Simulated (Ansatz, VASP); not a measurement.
**One calculation of AlN, two programs**

```
Al N
1.0
     0.00000    2.17105    2.17105
     2.17105    0.00000    2.17105
     2.17105    2.17105    0.00000
Al N
1 1
Cartesian
  0.0000 0.0000 0.0000
  1.0855 1.0855 1.0855
```

Alike in both runs: functional LDA; k mesh 10 × 10 × 10; occupations gaussian, width 0.02 eV; no spin polarisation.

Ansatz relaxed the structure, and its values are those at the end. VASP's run is a single point on that final structure, the one shown.

|  | VASP | Ansatz |
| --- | --- | --- |
| version | VASP 6.6.1 | Ansatz 0.2.0 |
| potentials or method | VASP PAW LDA potentials, release 64 (Al, N), cutoff 600 eV | scalar-relativistic, plane waves, PAW |
| valence electrons in the cell | 8 | 8 |

```tsv
	VASP	Ansatz	Ansatz less VASP
gap on the k mesh at the Fermi level (eV)	3.23	3.25	+0.019
least direct gap on the mesh (eV)	4.39	4.39	-0.008
pressure (GPa)	0.6	0.0	-0.57
```

Ansatz warns that its potentials were made for another functional, while VASP's fit it. LDA's correlation is that of Perdew and Zunger in VASP and of Perdew and Wang (1992) in Ansatz.
